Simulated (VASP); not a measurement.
MgO: single point with PBEsol

MgO:

```
Mg O
1.0
     0.00000    2.07240    2.07240
     2.07240    0.00000    2.07240
     2.07240    2.07240    0.00000
Mg O
1 1
Direct
  0.02524 0.02524 0.97476
  0.46166 0.46166 0.53834
```

```json
{
  "Program": "VASP 6.6.1",
  "Task": "single point",
  "Functional": "PBEsol",
  "Potentials or basis": "VASP PAW PBE potentials, release 64 (Mg, O)",
  "Cutoff": "520 eV",
  "k mesh": "10 × 10 × 10",
  "Occupations": "gaussian, width 0.05 eV",
  "Spin": "no spin polarisation",
  "Dipole correction": "no",
  "Further INCAR settings": "ALGO = Normal; EDIFF = 1e-06; NBANDS = 11"
}
```

```yaml
Pressure: 17.2 GPa
Largest_force: 2.687 eV/Å
Band_gap_on_the_k_mesh: 5.09 eV, direct
```

Forces in eV/Å, atoms in the order of the input:
```
Mg   0.000  0.000 -2.687
O    0.000  0.000  2.687
```

Stress tensor (GPa, compression positive):
```
 6.16  0.00  0.00
 0.00  6.16  0.00
 0.00  0.00 39.28
```

Levels at points of the mesh, in eV from the valence-band top:
```csv
k point,band 1,band 2,band 3,band 4,band 5,band 6,band 7,band 8,band 9
"(0.00, 0.00, 0.00)",-17.41,-0.07,0.00,0.00,5.09,16.10,16.28,16.28,19.78
"(0.50, 0.00, 0.00)",-16.00,-4.82,-0.67,-0.65,8.11,12.79,16.65,16.89,21.30
"(0.50, 0.50, 0.00)",-15.72,-4.17,-1.37,-1.37,9.05,9.93,13.60,19.71,19.71
"(0.00, 0.50, 0.50)",-15.70,-4.28,-1.46,-1.37,9.29,10.06,13.59,19.50,20.04
```

It took 6.8 s on 1 thread of Intel(R) Xeon(R) 6975P-C (Granite Rapids) (shared host), peak memory 0.15 GiB.

Caveat: the PAW data sets were made with another functional, which shifts forces and pressure a little. Expect the measured gap to be larger: semilocal functionals such as PBEsol lack the derivative discontinuity.
